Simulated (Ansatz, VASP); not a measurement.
# AlGa2P3 in VASP and in Ansatz

```
CELL_PARAMETERS angstrom
3.74880 0.00000 0.00000
-1.87440 3.24656 0.00000
0.00000 0.00000 18.53928
ATOMIC_POSITIONS crystal
Al 0.66667 0.33333 0.83335
Al 0.33333 0.66667 0.33335
Ga 0.66667 0.33333 0.16668
Ga 0.66667 0.33333 0.50002
Ga 0.33333 0.66667 0.00002
Ga 0.33333 0.66667 0.66668
P 0.66667 0.33333 0.29132
P 0.66667 0.33333 0.62465
P 0.66667 0.33333 0.95798
P 0.33333 0.66667 0.12465
P 0.33333 0.66667 0.45798
P 0.33333 0.66667 0.79132
```

Alike in both runs: task single point; functional PBE; k mesh 6 × 6 × 1; occupations gaussian, width 0.1 eV; no spin polarisation.

|  | VASP | Ansatz |
| --- | --- | --- |
| version | VASP 6.6.1 | Ansatz 0.2.0 |
| potentials or method | VASP PAW PBE potentials, release 64 (Al, Ga_d, P), cutoff 520 eV | scalar-relativistic, plane waves, PAW |
| valence electrons in the cell | 88 | 88 |

Ansatz gave:

| Quantity | Value |
| --- | --- |
| gap on the k mesh at the Fermi level (eV) | 1.37 |
| least direct gap on the mesh (eV) | 1.85 |
| pressure (GPa) | 10.4 |
| rms of the force components (eV/Å) | 0.023 |

Estimate VASP's values.

gap on the k mesh at the Fermi level (eV): 1.37; least direct gap on the mesh (eV): 1.85; pressure (GPa): 10.3; rms of the force components (eV/Å): 0.023.

Atom by atom the forces differ by 0.001 eV/Å (rms over components).
